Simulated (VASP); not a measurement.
A run of VASP 6.6.1 is set up as follows.

The input INCAR:

```
SYSTEM = CdSe
ALGO = Normal
EDIFF = 1E-6
ENCUT = 520
GGA = PE
ISIF = 2
ISMEAR = 0
IVDW = 12
LASPH = .True.
LCHARG = .False.
LREAL = .False.
LWAVE = .False.
NBANDS = 16
NELM = 80
PREC = Accurate
SIGMA = 0.01
```

The input KPOINTS:

```
k-points
0
Gamma
  6 6 6
  0 0 0
```

The input POSCAR:

```
CdSe
1.0
    4.3219760935      0.0000000000      0.0000000000
    2.1609880467      3.7429410915      0.0000000000
    2.1609880467      1.2476470305      3.5288787032
Cd Se
1 1
Direct
    0.0000000000      0.0000000000      0.0000000000
    0.7500000000      0.7500000000      0.7500000000
```

Potentials or basis: VASP PAW PBE potentials, release 64 (Cd, Se).

The run is started by

```console
$ cat potpaw_PBE.64/Cd/POTCAR potpaw_PBE.64/Se/POTCAR > POTCAR
$ mpirun -np 1 vasp_std > vasp.out
```

Task: Predict the band gap on the k mesh.

Result: 0.58 eV, direct.

Task: Estimate the dispersion energy per atom.

Result: -0.313 eV.

Task: What does it give for the pressure?

Result: 0.3 GPa.
